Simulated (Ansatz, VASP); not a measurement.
## Re: VASP beside Ansatz

```
CELL_PARAMETERS angstrom
2.78471 0.00000 0.00000
-1.39235 2.41163 0.00000
0.00000 0.00000 8.99804
ATOMIC_POSITIONS crystal
Re 0.66667 0.33333 0.75000
Re 0.00000 0.00000 0.50000
Re 0.33333 0.66667 0.25000
Re 0.00000 0.00000 0.00000
```

Alike in both runs: task single point; functional PBEsol; k mesh 11 × 11 × 3; occupations fermi-dirac, width 0.05 eV; no spin polarisation.

|  | VASP | Ansatz |
| --- | --- | --- |
| version | VASP 6.6.1 | Ansatz 0.2.0 |
| potentials or method | VASP PAW PBE potentials, release 64 (Re) | Ansatz PAW |
| plane-wave cutoff (eV) | 520 | 420 |
| valence electrons in the cell | 28 | 60 |

VASP gave:

| Item | Value |
| --- | --- |
| gap on the k mesh at the Fermi level (eV) | none |
| pressure (GPa) | -13.8 |
| traceless stress, the component that is largest in VASP (GPa) | 0.14 |

Estimate Ansatz's values.

gap on the k mesh at the Fermi level (eV): none; pressure (GPa): -13.6; traceless stress, the component that is largest in VASP (GPa): 0.17.

VASP's potentials were made for PBE, not for PBEsol. A gap of «none» marks a metal or a gap that the smearing closes. VASP's potentials hold 28 valence electrons a cell and Ansatz's 60, so a difference there can come from the potentials and not from the codes.

Spin-orbit coupling is off throughout.
